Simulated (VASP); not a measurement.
# HfN (P6_3/mmc) in VASP: vibrations by perturbation theory with PBEsol

Aim: the vibrations by perturbation theory of HfN with PBEsol.

All numbers are computed with VASP 6.6.1; they aren't measurements. Logs are shortened: lines on timing, memory, paths and dates and some standing lists are left out, and cuts for length are marked.

### Step 1. The cell of the first run

It takes space group P6_3/mmc (No. 194, hexagonal). Conventional cell: a = 3.134 Å, b = 3.134 Å, c = 5.417 Å, α = 90.00°, β = 90.00°, γ = 120.00°. Hf (site symmetry -6m2) has 6 N at 2.26 Å within 3.0 Å. N (site symmetry -3m) has 6 Hf at 2.26 Å and 2 N at 2.71 Å within 3.0 Å.

### Step 2. Vibrations by perturbation theory, PBEsol

The input, INCAR:

```
SYSTEM = HfN
ALGO = Normal
EDIFF = 1E-8
ENCUT = 520
GGA = PS
IBRION = 8
ISIF = 2
ISMEAR = 1
LASPH = .True.
LCHARG = .False.
LREAL = .False.
LWAVE = .False.
NBANDS = 23
NELM = 60
NSW = 1
PREC = Accurate
SIGMA = 0.1
```

The input, KPOINTS:

```
k-points
0
Gamma
  12 12 6
  0 0 0
```

The input, POSCAR:

```
HfN
1.0
    3.1339080200      0.0000000000      0.0000000000
   -1.5669540100      2.7140439600      0.0000000000
    0.0000000000      0.0000000000      5.4167677200
Hf N
2 2
Direct
    0.6666666667      0.3333333333      0.7500000000
    0.3333333333      0.6666666667      0.2500000000
    0.0000000000      0.0000000000      0.0000000000
    0.0000000000      0.0000000000      0.5000000000
```

Potentials or basis: VASP PAW PBE potentials, release 64 (Hf_pv, N).

Run with:

```console
$ cat potpaw_PBE.64/Hf_pv/POTCAR potpaw_PBE.64/N/POTCAR > POTCAR
$ mpirun -np 1 vasp_std > vasp.out
```

OUTCAR:

```text
SYSTEM = HfN
   EDIFF = 1E-8
   ENCUT = 520
   GGA = PS
   IBRION = 8
   ISIF = 2
   ISMEAR = 1
   LASPH = .True.
   LREAL = .False.
   NELM = 60
   NSW = 1
   PREC = Accurate

 ion  position               nearest neighbor table
   1  0.667  0.333  0.750-   3 2.26   4 2.26   3 2.26   4 2.26   3 2.26   4 2.26   2 3.26   2 3.26
                             2 3.26   2 3.26   2 3.26   2 3.26
   2  0.333  0.667  0.250-   3 2.26   4 2.26   3 2.26   4 2.26   3 2.26   4 2.26   1 3.26   1 3.26
                             1 3.26   1 3.26   1 3.26   1 3.26
   3  0.000  0.000  0.000-   1 2.26   2 2.26   1 2.26   2 2.26   1 2.26   2 2.26
   4  0.000  0.000  0.500-   1 2.26   2 2.26   1 2.26   2 2.26   1 2.26   2 2.26

  LATTYP: Found a hexagonal cell.
 ALAT       =     3.1339080200
 C/A-ratio  =     1.7284386413

  Lattice vectors:

 A1 = (   3.1339080200,   0.0000000000,   0.0000000000)
 A2 = (  -1.5669540100,   2.7140439600,   0.0000000000)
 A3 = (   0.0000000000,   0.0000000000,   5.4167677200)

Analysis of symmetry for initial positions (statically):
=====================================================================
 Subroutine PRICEL returns:
 Original cell was already a primitive cell.

 Routine SETGRP: Setting up the symmetry group for a
 hexagonal supercell.

 Subroutine GETGRP returns: Found 24 space group operations
 (whereof 12 operations were pure point group operations)
 out of a pool of 24 trial point group operations.

The static configuration has the point symmetry D_3d.
 The point group associated with its full space group is D_6h.

Analysis of symmetry for dynamics (positions and initial velocities):
=====================================================================
 Subroutine PRICEL returns:
 Original cell was already a primitive cell.

 Routine SETGRP: Setting up the symmetry group for a
 hexagonal supercell.

 Subroutine GETGRP returns: Found 24 space group operations
 (whereof 12 operations were pure point group operations)
 out of a pool of 24 trial point group operations.

The dynamic configuration has the point symmetry D_3d.
 The point group associated with its full space group is D_6h.

 Subroutine INISYM returns: Found 24 space group operations
 (whereof 12 operations are pure point group operations),
 and found     1 'primitive' translations

----------------------------------------------------------------------------------------

                                     Primitive cell

  volume of cell :      46.0727

  direct lattice vectors                    reciprocal lattice vectors
     3.133908020  0.000000000  0.000000000     0.319090412  0.184226935  0.000000000
    -1.566954010  2.714043960  0.000000000     0.000000000  0.368453870  0.000000000
     0.000000000  0.000000000  5.416767720     0.000000000  0.000000000  0.184611940

  length of vectors
     3.133908020  3.133908021  5.416767720     0.368453870  0.368453870  0.184611940

  position of ions in fractional coordinates (direct lattice)
     0.666666667  0.333333333  0.750000000
     0.333333333  0.666666667  0.250000000
     0.000000000  0.000000000  0.000000000
[... 125 lines left out ...]
  ext. energy  EPLUGINS =         0.00000000
  ---------------------------------------------------
  free energy    TOTEN  =       -45.86243534 eV

  energy without entropy =      -45.86281542  energy(sigma->0) =      -45.86256203

 E-fermi :   7.6614     XC(G=0): -12.9041

 val. band max:        7.6491652232   @ k =   0.0833   0.0833   0.0000
 cond. band min:       7.7015035428   @ k =   0.0833   0.0833   0.3333
 fundamental gap:      0.0523383196
 Fermi energy:         7.6613675826

 k-point     1 :       0.0000    0.0000    0.0000
  band No.  band energies     occupation
      1     -23.8867      2.00000
      2     -23.0161      2.00000
      3     -22.9130      2.00000
      4     -22.9130      2.00000
      5     -22.8514      2.00000
      6     -22.8514      2.00000
[... 613 lines left out ...]
     22      13.4183      0.00000
     23      13.6417      0.00000

 [... further k-points ...]
[... 5 lines left out ...]
  --------------------------------------------------------------------------------------
  -------------------------------------------------------------------------------------
  Total       -1.1646395     -1.1646395     -1.4726701      0.0000000     -0.0000000      0.0000000
  in kB      -40.5003489    -40.5003490    -51.2121140      0.0000000     -0.0000000      0.0000000
  external PRESSURE =     -44.0709373 kB  Pullay stress =       0.0000000 kB

 VOLUME and BASIS-vectors are now :
 -----------------------------------------------------------------------------
  energy-cutoff  :      520.00
  volume of cell :       46.07
      direct lattice vectors                 reciprocal lattice vectors
     3.133908020  0.000000000  0.000000000     0.319090412  0.184226935  0.000000000
    -1.566954010  2.714043960  0.000000000     0.000000000  0.368453870  0.000000000
     0.000000000  0.000000000  5.416767720     0.000000000  0.000000000  0.184611940

 POSITION                                       TOTAL-FORCE (eV/Angst)
 -----------------------------------------------------------------------------------
      1.56695      0.90468      4.06258         0.000000      0.000000      0.000000
     -0.00000      1.80936      1.35419        -0.000000     -0.000000      0.000000
      0.00000      0.00000      0.00000         0.000000      0.000000      0.000000
      0.00000      0.00000      2.70838        -0.000000      0.000000      0.000000
 -----------------------------------------------------------------------------------
    total drift:                               -0.000000      0.000000     -0.000000

  FREE ENERGIE OF THE ION-ELECTRON SYSTEM (eV)
  ---------------------------------------------------
  free  energy   TOTEN  =       -45.8624353379 eV

  energy  without entropy=      -45.8628154224  energy(sigma->0) =      -45.86256203

[... ionic steps 2 to 9 ...]

--------------------------------------- Ionic step       10  -------------------------------------------

------------------------ aborting loop because EDIFF is reached ----------------------------------------

[... ionic steps 11 to 11 ...]

--------------------------------------- Ionic step       12  -------------------------------------------

 Free energy of the ion-electron system (eV)
  ---------------------------------------------------
  ---------------------------------------------------
  free energy    TOTEN  =        -0.25129707 eV

  energy without entropy =       -0.25129707

------------------------ aborting loop because EDIFF is reached ----------------------------------------

 INTERNAL STRAIN TENSOR  FOR ION    3  DIRECTION 3   (eV/Angst):
 -----------------------------------------------------------------------------
    -0.00035 -0.00000 -0.00000
     0.00000 -0.00035  0.00000
     0.00000  0.00000  0.00645

 INTERNAL STRAIN TENSOR FOR ION    4 for displacements in x,y,z  (eV/Angst):
          X           Y           Z          XY          YZ          ZX
  --------------------------------------------------------------------------------
  x     0.00000     0.00000     0.00000     0.00000     0.00000     0.00000
  y     0.00000     0.00000     0.00000     0.00000     0.00000     0.00000
  z     0.00000     0.00000     0.00000     0.00000     0.00000     0.00000

 SECOND DERIVATIVES (NOT SYMMETRIZED)
 ------------------------------------
               1X          1Y          1Z          2X          2Y          2Z          3X          3Y          3Z          4X          4Y          4Z
  1X   -11.237582    0.000000    0.000000    0.827923   -0.000000    0.000000    5.204829    0.000000    0.000000    5.204829    0.000000    0.000000
  1Y     0.000000  -11.237582    0.000000    0.000000    0.827923    0.000000    0.000000    5.204829   -0.000000    0.000000    5.204829    0.000000
  1Z     0.000000   -0.000000  -15.213685    0.000000    0.000000    5.526134    0.000000    0.000000    4.843776    0.000000    0.000000    4.843776
  2X     0.827923   -0.000000    0.000000  -11.237582    0.000000    0.000000    5.204829    0.000000    0.000000    5.204829    0.000000    0.000000
  2Y     0.000000    0.827923    0.000000    0.000000  -11.237582    0.000000    0.000000    5.204829   -0.000000    0.000000    5.204829    0.000000
  2Z     0.000000    0.000000    5.526134    0.000000   -0.000000  -15.213685    0.000000    0.000000    4.843776    0.000000    0.000000    4.843776
  3X     5.218936    0.000000    0.000000    5.218936    0.000000    0.000000  -11.806265    0.000000    0.000000    1.368393    0.000000    0.000000
  3Y     0.000000    5.218936    0.000000    0.000000    5.218936    0.000000    0.000000  -11.806265    0.000000    0.000000    1.368393    0.000000
  3Z     0.000000    0.000000    4.847680    0.000000    0.000000    4.847680    0.000000   -0.000000  -15.991555    0.000000    0.000000    6.296195
  4X     5.218936    0.000000    0.000000    5.218936    0.000000    0.000000    1.368393    0.000000    0.000000  -11.806265    0.000000    0.000000
  4Y     0.000000    5.218936    0.000000    0.000000    5.218936    0.000000    0.000000    1.368393    0.000000    0.000000  -11.806265    0.000000
  4Z    -0.000000    0.000000    4.847680    0.000000    0.000000    4.847680    0.000000   -0.000000    6.296195    0.000000    0.000000  -15.991555

 Eigenvectors and eigenvalues of the dynamical matrix
 ----------------------------------------------------

   1 f  =   19.724423 THz   123.932206 2PiTHz  657.935939 cm-1    81.573623 meV
             X         Y         Z           dx          dy          dz
      1.566954  0.904681  4.062576    -0.000000   -0.000000    0.000000
     -0.000000  1.809363  1.354192    -0.000000   -0.000000    0.000000
      0.000000  0.000000  0.000000    -0.000000   -0.000000   -0.707107
      0.000000  0.000000  2.708384     0.000000    0.000000    0.707107
[... 71 lines left out ...]
  12 f/i=    0.004921 THz     0.030917 2PiTHz    0.164132 cm-1     0.020350 meV
             X         Y         Z           dx          dy          dz
      1.566954  0.904681  4.062576     0.360310    0.577841    0.000000
     -0.000000  1.809363  1.354192     0.360310    0.577841    0.000000
      0.000000  0.000000  0.000000     0.100777    0.161619    0.000000
      0.000000  0.000000  2.708384     0.100777    0.161619    0.000000

--------------------------------------------------------------------------------------------------------

 ELASTIC MODULI CONTR FROM IONIC RELAXATION (kBar)
 Direction    XX          YY          ZZ          XY          YZ          ZX
 --------------------------------------------------------------------------------
 XX         -25.1888     25.1888     -0.0000      0.0000     -0.0000      0.0000
 YY          25.1888    -25.1888      0.0000     -0.0000      0.0000      0.0000
 ZZ          -0.0000      0.0000     -0.0000     -0.0000     -0.0000      0.0000
 XY           0.0000     -0.0000     -0.0000    -25.1888     -0.0000      0.0000
 YZ          -0.0000      0.0000     -0.0000     -0.0000     -0.0000      0.0000
 ZX           0.0000      0.0000      0.0000      0.0000      0.0000      0.0000
 --------------------------------------------------------------------------------
```

Run time: 24 min. Hardware: 1 thread of Intel Xeon Platinum 8259CL at 2.50GHz (Skylake/Cascade Lake), shared host; peak memory 0.67 GiB.

What came out:

```
Highest phonon frequency at Γ, LO-TO splitting left out : 658 cm⁻¹
```

Phonon frequencies in cm⁻¹ (negative: imaginary):
| q point | frequencies |
| --- | --- |
| (0.000, 0.000, 0.000) | 0 0 0 136 136 178 451 468 468 506 506 658 |

Caveat: the cell wasn't relaxed at this level first, which shifts response properties; the PAW data sets were made with another functional, which shifts forces and pressure a little; spin-orbit coupling is left out, which moves the levels of the heavy elements.
